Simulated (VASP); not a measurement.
# YN (Fm-3m) in VASP: a series of runs

YN is run at these levels: r2SCAN, PBE; tasks: single point.

All numbers are computed with VASP 6.6.1; they aren't measurements. Logs are shortened: lines on timing, memory, paths and dates and some standing lists are left out, and cuts for length are marked.

### Step 1. The cell of the first run

Symmetry: Fm-3m, No. 225, cubic system. The conventional cell has a = 4.896 Å, b = 4.896 Å, c = 4.896 Å, α = 90.00°, β = 90.00°, γ = 90.00°. Y (site symmetry m-3m) has 6 N at 2.45 Å within 3.2 Å. Within 3.2 Å of N (site symmetry m-3m) lie 6 Y at 2.45 Å.

### Step 2. Single point, r2SCAN

POSCAR

```
YN
1.0
    0.0000000000      2.4480479768      2.4480479768
    2.4480479768      0.0000000000      2.4480479768
    2.4480479768      2.4480479768      0.0000000000
Y N
1 1
Direct
    0.0000000000      0.0000000000      0.0000000000
    0.5000000000      0.5000000000      0.5000000000
```

INCAR.step1

```
SYSTEM = YN
PREC = Accurate
ENCUT = 660
ISMEAR = 0
SIGMA = 0.01
LREAL = .FALSE.
LASPH = .TRUE.
NELM = 120
NBANDS = 15
GGA = PE
ALGO = Normal
EDIFF = 1E-5
LWAVE = .TRUE.
LCHARG = .FALSE.
GGA_COMPAT = .FALSE.
```

INCAR.step2

```
SYSTEM = YN
PREC = Accurate
ENCUT = 660
EDIFF = 1E-6
ISMEAR = 0
SIGMA = 0.01
LREAL = .FALSE.
LASPH = .TRUE.
NELM = 120
ALGO = Normal
ISIF = 2
LWAVE = .FALSE.
LCHARG = .TRUE.
METAGGA = R2SCAN
LMIXTAU = .TRUE.
LELF = .TRUE.
LVHAR = .TRUE.
NBANDS = 15
ISTART = 1
GGA_COMPAT = .FALSE.
```

KPOINTS

```
Automatic mesh
0
G
  6 6 6
  0 0 0
```

Potentials or basis: VASP PAW PBE potentials, release 64 (Y_sv, N).

On the command line:

```bash
$ cat potpaw_PBE.64/Y_sv/POTCAR potpaw_PBE.64/N/POTCAR > POTCAR
$ cp INCAR.step1 INCAR
$ mpirun -np 1 vasp_std > vasp.out
$ cp INCAR.step2 INCAR
$ mpirun -np 1 vasp_std > vasp.out
```

OUTCAR:

```text
SYSTEM = YN
   PREC = Accurate
   ENCUT = 660
   EDIFF = 1E-6
   ISMEAR = 0
   LREAL = .FALSE.
   LASPH = .TRUE.
   NELM = 120
   ISIF = 2
   METAGGA = R2SCAN
   ISTART = 1

 ion  position               nearest neighbor table
   1  0.000  0.000  0.000-   2 2.45   2 2.45   2 2.45   2 2.45   2 2.45   2 2.45
   2  0.500  0.500  0.500-   1 2.45   1 2.45   1 2.45   1 2.45   1 2.45   1 2.45

  LATTYP: Found a face centered cubic cell.
 ALAT       =     4.8960959536

  Lattice vectors:

 A1 = (   0.0000000000,   2.4480479768,   2.4480479768)
 A2 = (   2.4480479768,   0.0000000000,   2.4480479768)
 A3 = (   2.4480479768,   2.4480479768,   0.0000000000)

Analysis of symmetry for initial positions (statically):
=====================================================================
 Subroutine PRICEL returns:
 Original cell was already a primitive cell.

 Routine SETGRP: Setting up the symmetry group for a
 face centered cubic supercell.

 Subroutine GETGRP returns: Found 48 space group operations
 (whereof 48 operations were pure point group operations)
 out of a pool of 48 trial point group operations.

The static configuration has the point symmetry O_h .

Analysis of symmetry for dynamics (positions and initial velocities):
=====================================================================
 Subroutine PRICEL returns:
 Original cell was already a primitive cell.

 Routine SETGRP: Setting up the symmetry group for a
 face centered cubic supercell.

 Subroutine GETGRP returns: Found 48 space group operations
 (whereof 48 operations were pure point group operations)
 out of a pool of 48 trial point group operations.

The dynamic configuration has the point symmetry O_h .

 Subroutine INISYM returns: Found 48 space group operations
 (whereof 48 operations are pure point group operations),
 and found     1 'primitive' translations

----------------------------------------------------------------------------------------

                                     Primitive cell

  volume of cell :      29.3420

  direct lattice vectors                    reciprocal lattice vectors
     0.000000000  2.448047977  2.448047977    -0.204244363  0.204244363  0.204244363
     2.448047977  0.000000000  2.448047977     0.204244363 -0.204244363  0.204244363
     2.448047977  2.448047977  0.000000000     0.204244363  0.204244363 -0.204244363

  length of vectors
     3.462062650  3.462062650  3.462062650     0.353761614  0.353761614  0.353761614

  position of ions in fractional coordinates (direct lattice)
     0.000000000  0.000000000  0.000000000
     0.500000000  0.500000000  0.500000000

  ion indices of the primitive-cell ions
   primitive index   ion index
                 1           1
                 2           2

----------------------------------------------------------------------------------------

 KPOINTS: Automatic mesh

Automatic generation of k-mesh.
 Grid dimensions read from file:
 generate k-points for:    6    6    6

 Generating k-lattice:

  Cartesian coordinates                     Fractional coordinates (reciprocal lattice)
    -0.034040727  0.034040727  0.034040727     0.166666667  0.000000000  0.000000000
     0.034040727 -0.034040727  0.034040727     0.000000000  0.166666667  0.000000000
     0.034040727  0.034040727 -0.034040727     0.000000000  0.000000000  0.166666667

  Length of vectors
     0.058960269  0.058960269  0.058960269

  Shift w.r.t. Gamma in fractional coordinates (k-lattice)
     0.000000000  0.000000000  0.000000000

 Subroutine IBZKPT returns following result:
 ===========================================

 Found     16 irreducible k-points:

 Following reciprocal coordinates:
            Coordinates               Weight
  0.000000  0.000000  0.000000      1.000000
  0.166667  0.000000  0.000000      8.000000
  0.333333  0.000000  0.000000      8.000000
  0.500000  0.000000  0.000000      4.000000
  0.166667  0.166667  0.000000      6.000000
  0.333333  0.166667  0.000000     24.000000
[... 8 lines left out ...]
 -0.333333  0.333333  0.166667     24.000000
 -0.333333  0.500000  0.166667     12.000000
   k-points           NKPTS =     16   k-points in BZ     NKDIM =     16   number of bands    NBANDS=     15
   number of dos      NEDOS =    301   number of ions     NIONS =      2
   total plane-waves  NPLWV =  27000
   dimension x,y,z NGX =    30 NGY =   30 NGZ =   30
   dimension x,y,z NGXF=    60 NGYF=   60 NGZF=   60
   ions per type =               1   1
   NGX,Y,Z   is equivalent  to a cutoff of  14.41, 14.41, 14.41 a.u.
   NGXF,Y,Z  is equivalent  to a cutoff of  28.81, 28.81, 28.81 a.u.
 SYSTEM =  YN
   PREC   = accura    normal or accurate (medium, high low for compatibility)
   ISTART =      1    job   : 0-new  1-cont  2-samecut
   ICHARG =      0    charge: 1-file 2-atom 10-const
   ISPIN  =      1    spin polarized calculation?
   LNONCOLLINEAR =      F non collinear calculations
   LSORBIT =      F    spin-orbit coupling
   LASPH  =      T    aspherical Exc in radial PAW
   ENCUT  =  660.0 eV  48.51 Ry    6.96 a.u.   7.25  7.25  7.25*2*pi/ulx,y,z
   NELM   =    120;   NELMIN=  2; NELMDL=  0     # of ELM steps
   EDIFF  = 0.1E-05   stopping-criterion for ELM
   LREAL  =      F    real-space projection
   EDIFFG = 0.1E-04   stopping-criterion for IOM
   NSW    =      0    number of steps for IOM
   IBRION =     -1    ionic relax: 0-MD 1-quasi-New 2-CG
   NFREE  =      0    steps in history (QN), initial steepest desc. (CG)
   ISIF   =      2    stress and relaxation
   ISYM   =      2    0-nonsym 1-usesym 2-fastsym
   POTIM  = 0.5000    time-step for ionic-motion
   TEBEG  =    0.0;   TEEND  =   0.0 temperature during run
   PSTRESS=    0.0 pullay stress
   NELECT =      16.0000    total number of electrons
   NUPDOWN=      -1.0000    fix difference up-down
   EMIN   =  10.00;   EMAX   =-10.00  energy-range for DOS
   EFERMI =   0.00;   METHOD = LEGACY
   ISMEAR =     0;   SIGMA  =   0.01  broadening in eV -4-tet -1-fermi 0-gaus
   EFERMI_NEDOS =   21; number of points for ismear=-14 and -15
   IALGO  =     38    algorithm
   IMIX   =      4    mixing-type and parameters
     AMIX     =   0.40;   BMIX     =  1.00
     AMIX_MAG =   1.60;   BMIX_MAG =  1.00
  volume/ion in A,a.u.               =      14.67        99.00
  Fermi-wavevector in a.u.,A,eV,Ry     =   1.337473  2.527457 24.338551  1.788833
  Thomas-Fermi vector in A             =   2.466019
   LORBIT       =      0    0 simple, 1 ext, 2 COOP (PROOUT), +10 PAW based schemes
   METAGGA = R2SCAN    functional components
   LHFCALC =     F    Hartree Fock is set to
   AEXX    =    0.0000 exact exchange contribution
   IVDW    =     0    specifies the selected vdW correction
   LEPSILON=     F    determine dielectric tensor
   LRPA    =     F    only Hartree local field effects (RPA)
 non-spin polarized calculation
 Gauss-broadening in eV      SIGMA  =   0.01
  energy-cutoff  :      660.00
  volume of cell :       29.34
 maximum number of plane-waves:      1158
 NGX is ok and might be reduce to    30
   NGX = 15   NGY = 15   NGZ = 15

 number of electron      16.0000001 magnetization

 Free energy of the ion-electron system (eV)
  ---------------------------------------------------
  ext. energy  EPLUGINS =         0.00000000
  ---------------------------------------------------
  free energy    TOTEN  =       -33.43667276 eV

  energy without entropy =      -33.43667276  energy(sigma->0) =      -33.43667276

 E-fermi :   4.1244     XC(G=0): -11.8549

 val. band max:        4.0037818552   @ k =   0.0000   0.0000   0.0000
 cond. band min:       4.5909650593   @ k =   0.5000   0.5000   0.0000
 fundamental gap:      0.5871832041
 Fermi energy:         4.1243519705

 k-point     1 :       0.0000    0.0000    0.0000
  band No.  band energies     occupation
      1     -38.1987      2.00000
      2     -17.1856      2.00000
      3     -17.1856      2.00000
      4     -17.1856      2.00000
      5      -9.6456      2.00000
      6       4.0038      2.00000
      7       4.0038      2.00000
      8       4.0038      2.00000
      9       7.5671      0.00000
     10       7.5671      0.00000
     11       7.5671      0.00000
     12       8.8340      0.00000
     13       9.5778      0.00000
     14       9.5778      0.00000
     15      15.6116      0.00000

 k-point     2 :       0.1667    0.0000    0.0000
  band No.  band energies     occupation
      1     -38.1689      2.00000
      2     -17.5058      2.00000
      3     -17.2053      2.00000
      4     -17.2053      2.00000
      5      -9.1977      2.00000
      6       2.6235      2.00000
      7       3.2129      2.00000
      8       3.2129      2.00000
      9       7.7863      0.00000
     10       8.2195      0.00000
     11       8.2195      0.00000
     12      10.1934      0.00000
     13      10.8706      0.00000
     14      10.8706      0.00000
     15      17.2367      0.00000

 k-point     3 :       0.3333    0.0000    0.0000
  band No.  band energies     occupation
      1     -38.1084      2.00000
      2     -18.0723      2.00000
      3     -17.2443      2.00000
      4     -17.2443      2.00000
      5      -8.3367      2.00000
      6       0.7419      2.00000
      7       2.1388      2.00000
      8       2.1389      2.00000
      9       8.7502      0.00000
     10       9.7722      0.00000
     11       9.7723      0.00000
     12      11.8971      0.00000
     13      13.2987      0.00000
     14      13.2987      0.00000
     15      18.6600      0.00000

 k-point     4 :       0.5000    0.0000    0.0000
  band No.  band energies     occupation
      1     -38.0779      2.00000
      2     -18.3282      2.00000
      3     -17.2635      2.00000
      4     -17.2635      2.00000
      5      -7.9041      2.00000
      6      -0.0445      2.00000
      7       1.7222      2.00000
      8       1.7222      2.00000
      9      10.2323      0.00000
     10      10.8656      0.00000
     11      10.8656      0.00000
     12      11.3119      0.00000
     13      14.7885      0.00000
     14      14.7885      0.00000
     15      18.4192      0.00000
[... 163 lines left out ...]
 k-point    14 :       0.5000    0.3333    0.1667
  band No.  band energies     occupation
      1     -38.0692      2.00000
      2     -17.9763      2.00000
      3     -17.5464      2.00000
      4     -17.3660      2.00000
      5      -8.5980      2.00000
      6       1.2149      2.00000
      7       2.2729      2.00000
      8       2.7089      2.00000
      9       7.1740      0.00000
     10      10.5494      0.00000
     11      11.2013      0.00000
     12      11.4451      0.00000
     13      13.3431      0.00000
     14      15.4003      0.00000
     15      17.9393      0.00000

 k-point    15 :      -0.3333    0.3333    0.1667
  band No.  band energies     occupation
      1     -38.0491      2.00000
      2     -17.9926      2.00000
      3     -17.6454      2.00000
      4     -17.4332      2.00000
      5      -8.5588      2.00000
      6       1.2916      2.00000
      7       2.3006      2.00000
      8       2.3095      2.00000
      9       8.6614      0.00000
     10       8.8655      0.00000
     11      11.8021      0.00000
     12      12.2501      0.00000
     13      13.7982      0.00000
     14      16.6516      0.00000
     15      17.3464      0.00000

 k-point    16 :      -0.3333    0.5000    0.1667
  band No.  band energies     occupation
      1     -38.0397      2.00000
      2     -17.8923      2.00000
      3     -17.6376      2.00000
      4     -17.5789      2.00000
      5      -8.8939      2.00000
      6       2.2208      2.00000
      7       2.4097      2.00000
      8       2.6854      2.00000
      9       6.7944      0.00000
     10      10.1741      0.00000
     11      11.7279      0.00000
     12      12.3785      0.00000
     13      13.0696      0.00000
     14      16.6961      0.00000
     15      16.8509      0.00000

------------------------ aborting loop because EDIFF is reached ----------------------------------------

  FORCE on cell =-STRESS in cart. coord.  units (eV):
  Direction    XX          YY          ZZ          XY          YZ          ZX
  --------------------------------------------------------------------------------------
  -------------------------------------------------------------------------------------
  Total        0.0527161      0.0527161      0.0527161      0.0000000      0.0000000      0.0000000
  in kB        2.8784832      2.8784832      2.8784832      0.0000000      0.0000000      0.0000000
  external PRESSURE =       2.8784832 kB  Pullay stress =       0.0000000 kB

 VOLUME and BASIS-vectors are now :
 -----------------------------------------------------------------------------
  energy-cutoff  :      660.00
  volume of cell :       29.34
      direct lattice vectors                 reciprocal lattice vectors
     0.000000000  2.448047977  2.448047977    -0.204244363  0.204244363  0.204244363
     2.448047977  0.000000000  2.448047977     0.204244363 -0.204244363  0.204244363
     2.448047977  2.448047977  0.000000000     0.204244363  0.204244363 -0.204244363

 POSITION                                       TOTAL-FORCE (eV/Angst)
 -----------------------------------------------------------------------------------
      0.00000      0.00000      0.00000         0.000000      0.000000      0.000000
      2.44805      2.44805      2.44805        -0.000000     -0.000000     -0.000000
 -----------------------------------------------------------------------------------
    total drift:                                0.000000      0.000000      0.000000

  FREE ENERGIE OF THE ION-ELECTRON SYSTEM (eV)
  ---------------------------------------------------
  free  energy   TOTEN  =       -33.4366727568 eV

  energy  without entropy=      -33.4366727568  energy(sigma->0) =      -33.43667276
```

Run time: 2.4 min. Hardware: 1 thread of Intel Xeon 8259CL, shared host; peak memory 0.19 GiB.

Results:

```
Free energy            : -33.4367 eV
Pressure               : 0.3 GPa
Band gap on the k mesh : 0.59 eV (least direct gap 0.99 eV)
```

Levels at points of the mesh, in eV from the valence-band top:
```tsv
k point	band 5	band 6	band 7	band 8	band 9	band 10	band 11	band 12
(0.00, 0.00, 0.00)	-13.65	0.00	0.00	0.00	3.56	3.56	3.56	4.83
(0.50, 0.00, 0.00)	-11.91	-4.05	-2.28	-2.28	6.23	6.86	6.86	7.31
(0.50, 0.50, 0.00)	-13.27	-1.54	-0.41	-0.41	0.59	7.30	7.74	8.36
```

Caveat: semilocal functionals underestimate gaps, and a narrow one can read as zero; the PAW data sets were made with another functional, which shifts forces and pressure a little. r2SCAN opens gaps a little over a GGA but as a rule still falls short of measured ones.

### Step 3. Single point, PBE

INCAR

```
PREC = Accurate
ENCUT = 600
EDIFF = 1E-6
ISMEAR = 0
SIGMA = 0.01
LREAL = F
LASPH = T
NELM = 120
ALGO = Normal
ISIF = 2
LWAVE = F
LCHARG = F
GGA = PE
NBANDS = 15
GGA_COMPAT = F
```

KPOINTS

```
regular mesh
0
Gamma
  8 8 8
```

POSCAR is that of step 2.

Potentials or basis: VASP PAW PBE potentials, release 64 (Y_sv, N).

On the command line:

```bash
$ cat potpaw_PBE.64/Y_sv/POTCAR potpaw_PBE.64/N/POTCAR > POTCAR
$ mpirun -np 1 vasp_std > vasp.out
```

OUTCAR:

```text
PREC = Accurate
   ENCUT = 600
   EDIFF = 1E-6
   ISMEAR = 0
   LREAL = F
   LASPH = T
   NELM = 120
   ISIF = 2
   GGA = PE

 ion  position               nearest neighbor table
   1  0.000  0.000  0.000-   2 2.45   2 2.45   2 2.45   2 2.45   2 2.45   2 2.45
   2  0.500  0.500  0.500-   1 2.45   1 2.45   1 2.45   1 2.45   1 2.45   1 2.45

  LATTYP: Found a face centered cubic cell.
 ALAT       =     4.8960959536

  Lattice vectors:

[... 616 lines left out ...]

 [... further k-points ...]

------------------------ aborting loop because EDIFF is reached ----------------------------------------

  FORCE on cell =-STRESS in cart. coord.  units (eV):
  Direction    XX          YY          ZZ          XY          YZ          ZX
  --------------------------------------------------------------------------------------
  -------------------------------------------------------------------------------------
  Total        0.1412794      0.1412794      0.1412794      0.0000000      0.0000000     -0.0000000
  in kB        7.7143563      7.7143563      7.7143563      0.0000000      0.0000000     -0.0000000
  external PRESSURE =       7.7143563 kB  Pullay stress =       0.0000000 kB

 VOLUME and BASIS-vectors are now :
 -----------------------------------------------------------------------------
  energy-cutoff  :      600.00
  volume of cell :       29.34
      direct lattice vectors                 reciprocal lattice vectors
     0.000000000  2.448047977  2.448047977    -0.204244363  0.204244363  0.204244363
     2.448047977  0.000000000  2.448047977     0.204244363 -0.204244363  0.204244363
     2.448047977  2.448047977  0.000000000     0.204244363  0.204244363 -0.204244363

 POSITION                                       TOTAL-FORCE (eV/Angst)
 -----------------------------------------------------------------------------------
      0.00000      0.00000      0.00000         0.000000     -0.000000     -0.000000
      2.44805      2.44805      2.44805        -0.000000      0.000000      0.000000
 -----------------------------------------------------------------------------------
    total drift:                                0.000000      0.000000      0.000000

  FREE ENERGIE OF THE ION-ELECTRON SYSTEM (eV)
  ---------------------------------------------------
  free  energy   TOTEN  =       -18.2283615718 eV

  energy  without entropy=      -18.2283615718  energy(sigma->0) =      -18.22836157
```

OSZICAR:

```text
N       E                     dE             d eps       ncg     rms          rms(c)
DAV:   1     0.619377229033E+02    0.61938E+02   -0.90879E+03   870   0.120E+03
DAV:   2    -0.185262853033E+02   -0.80464E+02   -0.72360E+02  1180   0.257E+02
DAV:   3    -0.218692386298E+02   -0.33430E+01   -0.33203E+01  1132   0.453E+01
DAV:   4    -0.219287374473E+02   -0.59499E-01   -0.59483E-01  1039   0.563E+00
DAV:   5    -0.219295248284E+02   -0.78738E-03   -0.78737E-03  1088   0.571E-01    0.307E+01
DAV:   6    -0.184908106558E+02    0.34387E+01   -0.88535E+00   982   0.254E+01    0.327E+01
DAV:   7    -0.182570613708E+02    0.23375E+00   -0.57584E-01  1088   0.669E+00    0.237E+01
DAV:   8    -0.182539150795E+02    0.31463E-02   -0.27420E-01  1278   0.470E+00    0.107E+01
DAV:   9    -0.182276906670E+02    0.26224E-01   -0.42391E-02  1170   0.207E+00    0.183E+00
DAV:  10    -0.182283241199E+02   -0.63345E-03   -0.39497E-03   947   0.559E-01    0.482E-01
DAV:  11    -0.182283688032E+02   -0.44683E-04   -0.22050E-04  1133   0.139E-01    0.284E-01
DAV:  12    -0.182283609465E+02    0.78567E-05   -0.21482E-05  1109   0.422E-02    0.656E-02
DAV:  13    -0.182283615718E+02   -0.62522E-06   -0.13485E-06   821   0.120E-02
   1 F= -.18228362E+02 E0= -.18228362E+02  d E =-.139339E-31
```

Run time: 38 s. Hardware: 1 thread of Intel Xeon 8259CL, shared host; peak memory 0.18 GiB.

Results:

```
Free energy            : -18.2284 eV
Pressure               : 0.8 GPa
Band gap on the k mesh : 0.19 eV (least direct gap 0.59 eV)
```

Caveat: semilocal functionals underestimate gaps, and a narrow one can read as zero. A k mesh can miss the band edges.
